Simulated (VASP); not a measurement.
# AlN (P6_3mc) in VASP: further runs, part 2 of 2

VASP 6.6.1.

### Step 3. Relaxation of cell and atoms, PBEsol, target pressure -2 GPa, at which the enthalpy is minimised

This run uses another cell than the first one, of 10.46 Å³/atom, 0.990 times its volume.

The input, INCAR:

```
SYSTEM = AlN
PREC = Accurate
ENCUT = 600
EDIFF = 1E-6
ISMEAR = 0
SIGMA = 0.01
LREAL = .FALSE.
LASPH = .TRUE.
NELM = 100
ALGO = Normal
ISIF = 3
LWAVE = .FALSE.
LCHARG = .FALSE.
GGA = PS
IBRION = 2
NSW = 100
EDIFFG = -0.002
PSTRESS = -20.0
```

The input, KPOINTS:

```
regular mesh
0
G
  8 8 6
  0 0 0
```

The input, POSCAR:

```
AlN
1.0
    3.1138295412      0.0000000000      0.0000000000
   -1.5569147706      2.6966554857      0.0000000000
    0.0000000000      0.0000000000      4.9828520803
Al N
2 2
Direct
    0.3333333333      0.6666666667     -0.0010085627
    0.6666666667      0.3333333333      0.4989914373
    0.3333333333      0.6666666667      0.3810085627
    0.6666666667      0.3333333333      0.8810085627
```

Potentials or basis: VASP PAW PBE potentials, release 64 (Al, N).

Started as:

```
$ cat potpaw_PBE.64/Al/POTCAR potpaw_PBE.64/N/POTCAR > POTCAR
$ mpirun -np 1 vasp_std > vasp.out
```

Run time: 36 s. Hardware: 1 thread of Intel Xeon 6975P-C (Granite Rapids), shared host; peak memory 0.18 GiB.

The run converged. Its results:

```
Free energy                                            : -31.3130 eV
Relaxed volume                                         : 10.56 Å³/atom
Relaxed cell                                           : a = 3.123 Å, b = 3.123 Å, c = 5.001 Å, α = 90.00°, β = 90.00°, γ = 120.00°
Space group after relaxing (to 0.05 Å)                 : P6_3mc (No. 186)
Energy change on relaxing (the enthalpy is what falls) : +0.7 meV/atom
Ionic steps                                            : 8
Pressure after relaxing                                : -2.0 GPa
Band gap on the k mesh                                 : 4.03 eV, direct
```

Step by step:
```tsv
step	energy change (eV)	largest force (eV/Å)	pressure (GPa)	volume (Å³)
1	0.0000	0.0003	-0.19	41.84
2	0.0082	0.0083	-3.48	42.56
3	0.0027	0.0046	-2.01	42.24
4	0.0026	0.0045	-1.98	42.23
5	0.0026	0.0043	-1.98	42.23
6	0.0026	0.0041	-1.98	42.23
7	0.0027	0.0028	-2.02	42.24
8	0.0027	0.0000	-2.01	42.24
```

Final structure:
```
CELL_PARAMETERS angstrom
3.12286 0.00000 0.00000
-1.56143 2.70448 0.00000
0.00000 0.00000 5.00126
ATOMIC_POSITIONS crystal
Al 0.33333 0.66667 0.99909
Al 0.66667 0.33333 0.49909
N 0.33333 0.66667 0.38091
N 0.66667 0.33333 0.88091
```

Levels at points of the mesh, in eV from the valence-band top:
```csv
k point,band 5,band 6,band 7,band 8,band 9,band 10,band 11,band 12
"(0.00, 0.00, 0.00)",-0.87,-0.22,-0.22,0.00,4.03,6.48,10.42,10.96
"(0.50, 0.00, 0.00)",-3.35,-2.09,-1.79,-0.69,5.64,5.65,7.99,10.09
"(0.00, 0.00, 0.50)",-0.55,-0.55,-0.55,-0.55,6.29,6.29,10.12,10.12
"(0.50, 0.00, 0.50)",-1.47,-1.47,-1.37,-1.37,5.14,5.14,9.07,9.07
```

Caveat: the cell is relaxed towards a set pressure, so the enthalpy falls and the energy may rise; the PAW data sets were made with another functional, which shifts forces and pressure a little. Expect the measured gap to be larger: semilocal functionals such as PBEsol lack the derivative discontinuity.

### Step 4. Relaxation of cell and atoms, PBEsol, target pressure 2 GPa, at which the enthalpy is minimised

This run uses another cell than the first one, of 10.46 Å³/atom, 0.990 times its volume.

INCAR: that of step 3 with these lines changed.

```diff
@@ -8,3 +8,3 @@
 LASPH = .TRUE.
-NELM = 100
+NELM = 80
 ALGO = Normal
@@ -17,2 +17,2 @@
 EDIFFG = -0.002
-PSTRESS = -20.0
+PSTRESS = 20.0
```

KPOINTS is that of step 3.

POSCAR is that of step 3.

Potentials or basis: VASP PAW PBE potentials, release 64 (Al, N).

Started as:

```
$ cat potpaw_PBE.64/Al/POTCAR potpaw_PBE.64/N/POTCAR > POTCAR
$ mpirun -np 1 vasp_std > vasp.out
```

OUTCAR:

```text
SYSTEM = AlN
   PREC = Accurate
   ENCUT = 600
   EDIFF = 1E-6
   ISMEAR = 0
   LREAL = .FALSE.
   LASPH = .TRUE.
   NELM = 80
   ISIF = 3
   GGA = PS
   IBRION = 2
   NSW = 100
   EDIFFG = -0.002
   PSTRESS = 20.0

 ion  position               nearest neighbor table
   1  0.333  0.667  0.999-   4 1.89   4 1.89   4 1.89   3 1.90   2 3.07   2 3.07   2 3.07   2 3.07
                             2 3.07   2 3.07
   2  0.667  0.333  0.499-   3 1.89   3 1.89   3 1.89   4 1.90   1 3.07   1 3.07   1 3.07   1 3.07
                             1 3.07   1 3.07
   3  0.333  0.667  0.381-   2 1.89   2 1.89   2 1.89   1 1.90
   4  0.667  0.333  0.881-   1 1.89   1 1.89   1 1.89   2 1.90

  LATTYP: Found a hexagonal cell.
 ALAT       =     3.1138295412
 C/A-ratio  =     1.6002327727

  Lattice vectors:

 A1 = (   3.1138295412,   0.0000000000,   0.0000000000)
 A2 = (  -1.5569147706,   2.6966554857,   0.0000000000)
 A3 = (   0.0000000000,   0.0000000000,   4.9828520803)

Analysis of symmetry for initial positions (statically):
=====================================================================
 Subroutine PRICEL returns:
 Original cell was already a primitive cell.

 Routine SETGRP: Setting up the symmetry group for a
 hexagonal supercell.

 Subroutine GETGRP returns: Found 12 space group operations
 (whereof  6 operations were pure point group operations)
 out of a pool of 24 trial point group operations.

The static configuration has the point symmetry C_3v.
 The point group associated with its full space group is C_6v.

Analysis of symmetry for dynamics (positions and initial velocities):
=====================================================================
 Subroutine PRICEL returns:
 Original cell was already a primitive cell.

 Routine SETGRP: Setting up the symmetry group for a
 hexagonal supercell.

 Subroutine GETGRP returns: Found 12 space group operations
 (whereof  6 operations were pure point group operations)
 out of a pool of 24 trial point group operations.

The dynamic configuration has the point symmetry C_3v.
 The point group associated with its full space group is C_6v.
[... 137 lines left out ...]
  energy-cutoff  :      600.00
  volume of cell :       41.84
 maximum number of plane-waves:      1412
 NGX is ok and might be reduce to    28
   NGX = 13   NGY = 13   NGZ = 19

--------------------------------------- Ionic step        1  -------------------------------------------

 number of electron      15.9999999 magnetization

 Free energy of the ion-electron system (eV)
  ---------------------------------------------------
  ext. energy  EPLUGINS =         0.00000000
  ---------------------------------------------------
  free energy    TOTEN  =       -31.31566156 eV

  energy without entropy =      -31.31566156  energy(sigma->0) =      -31.31566156

------------------------ aborting loop because EDIFF is reached ----------------------------------------

  FORCE on cell =-STRESS in cart. coord.  units (eV):
  Direction    XX          YY          ZZ          XY          YZ          ZX
  --------------------------------------------------------------------------------------
  -------------------------------------------------------------------------------------
  Total       -0.0524232     -0.0524232     -0.0410910      0.0000000     -0.0000000      0.0000000
  in kB       -2.0074077     -2.0074077     -1.5734728      0.0000000     -0.0000000      0.0000000
  external PRESSURE =     -21.8627628 kB  Pullay stress =      20.0000000 kB
[... 267 lines left out ...]
--------------------------------------- Ionic step        8  -------------------------------------------

 number of electron      15.9999999 magnetization

 Free energy of the ion-electron system (eV)
  ---------------------------------------------------
  ext. energy  EPLUGINS =         0.00000000
  ---------------------------------------------------
  free energy    TOTEN  =       -31.31318784 eV

  energy without entropy =      -31.31318784  energy(sigma->0) =      -31.31318784

 E-fermi :   6.2287     XC(G=0): -11.1452

 val. band max:        6.1577812141   @ k =   0.0000   0.0000   0.0000
 cond. band min:      10.3558409928   @ k =   0.0000   0.0000   0.0000
 fundamental gap:      4.1980597787
 Fermi energy:         6.2287123325

 k-point     1 :       0.0000    0.0000    0.0000
  band No.  band energies     occupation
      1      -9.0741      2.00000
      2      -6.8583      2.00000
      3       0.0566      2.00000
      4       5.2643      2.00000
      5       5.2643      2.00000
      6       5.9231      2.00000
      7       5.9231      2.00000
      8       6.1578      2.00000
      9      10.3558      0.00000
     10      12.7825      0.00000
     11      16.7343      0.00000
     12      17.2376      0.00000
[... 331 lines left out ...]
 k-point    24 :       0.3750   -0.0000    0.3333
  band No.  band energies     occupation
      1      -7.2525      2.00000
      2      -6.6253      2.00000
      3       0.7829      2.00000
      4       1.4382      2.00000
      5       3.6845      2.00000
      6       4.4535      2.00000
      7       5.1278      2.00000
      8       5.1839      2.00000
      9      11.3783      0.00000
     10      12.2540      0.00000
     11      15.1241      0.00000
     12      16.0789      0.00000

 [... further k-points ...]
[... 5 lines left out ...]
  --------------------------------------------------------------------------------------
  -------------------------------------------------------------------------------------
  Total        0.5128466      0.5128466      0.5114071      0.0000000     -0.0000000     -0.0000000
  in kB       19.8427059     19.8427059     19.7870093      0.0000000     -0.0000000     -0.0000000
  external PRESSURE =      -0.1758596 kB  Pullay stress =      20.0000000 kB
[... 23 lines left out ...]
  energy  without entropy=      -31.3131878408  energy(sigma->0) =      -31.31318784

  enthalpy is  TOTEN    =       -30.7962758423 eV   P V=        0.5169119985

 reached required accuracy - stopping structural energy minimisation
```

It took 34 s on 1 thread of Intel Xeon 6975P-C (Granite Rapids), shared host; peak memory 0.18 GiB.

What came out:

- Free energy: -31.3132 eV
- Relaxed volume: 10.35 Å³/atom
- Relaxed cell: a = 3.104 Å, b = 3.104 Å, c = 4.964 Å, α = 90.00°, β = 90.00°, γ = 120.00°
- Space group after relaxing (to 0.05 Å): P6_3mc (No. 186)
- Energy change on relaxing (the enthalpy is what falls): +0.6 meV/atom
- Ionic steps: 8
- Pressure after relaxing: 2.0 GPa
- Band gap on the k mesh: 4.20 eV, direct

Step by step:
```tsv
step	energy change (eV)	largest force (eV/Å)	pressure (GPa)	volume (Å³)
1	0.0000	0.0003	-0.19	41.84
2	0.0108	0.0070	4.23	40.98
3	0.0024	0.0037	1.99	41.41
4	0.0026	0.0038	2.03	41.40
5	0.0026	0.0045	2.03	41.40
6	0.0026	0.0048	2.03	41.40
7	0.0024	0.0029	1.96	41.41
8	0.0025	0.0004	1.98	41.41
```

Final structure:
```
Al N
1.0
     3.10370    0.00000    0.00000
    -1.55185    2.68788    0.00000
     0.00000    0.00000    4.96372
Al N
2 2
Direct
  0.33333 0.66667 0.99890
  0.66667 0.33333 0.49890
  0.33333 0.66667 0.38110
  0.66667 0.33333 0.88110
```

Levels at points of the mesh, in eV from the valence-band top:
```tsv
k point	band 4	band 5	band 6	band 7	band 8	band 9	band 10	band 11	band 12
(0.00, 0.00, 0.00)	-0.89	-0.89	-0.23	-0.23	0.00	4.20	6.62	10.58	11.08
(0.50, 0.00, 0.00)	-4.23	-3.41	-2.14	-1.83	-0.71	5.69	5.70	8.15	10.22
(0.00, 0.00, 0.50)	-3.38	-0.57	-0.57	-0.57	-0.57	6.45	6.45	10.28	10.28
(0.50, 0.00, 0.50)	-5.70	-1.50	-1.50	-1.39	-1.39	5.20	5.20	9.18	9.18
```

Caveat: the cell is relaxed towards a set pressure, so the enthalpy falls and the energy may rise; the PAW data sets were made with another functional, which shifts forces and pressure a little. Expect the measured gap to be larger: semilocal functionals such as PBEsol lack the derivative discontinuity.

### Step 5. Overview

| task | cell | cutoff (eV) | gap on the mesh (eV) | pressure (GPa) |
| --- | --- | --- | --- | --- |
| single point | a = 3.124, b = 3.124, c = 5.003 Å, angles 90.0, 90.0, 120.0°, 4 atoms | 520 | 4.03 | -2.1 |
| relaxation of cell and atoms | relaxed to -2 GPa from a = 3.114, b = 3.114, c = 4.983 Å, angles 90.0, 90.0, 120.0°, 4 atoms | 600 | 4.03 | -2.0 |
| relaxation of cell and atoms | relaxed to 2 GPa from a = 3.114, b = 3.114, c = 4.983 Å, angles 90.0, 90.0, 120.0°, 4 atoms | 600 | 4.20 | 2.0 |

Alike in all rows: level PBEsol; potentials or basis VASP PAW PBE potentials, release 64 (Al, N); no spin polarisation; k mesh 8 × 8 × 6; smearing gaussian 0.01 eV.

Caveats: the PAW data sets were made with another functional, which shifts forces and pressure a little; the cell is relaxed towards a set pressure, so the enthalpy falls and the energy may rise (some runs).

Total energies depend on the potentials used, so only differences within one code and one set of settings carry meaning.
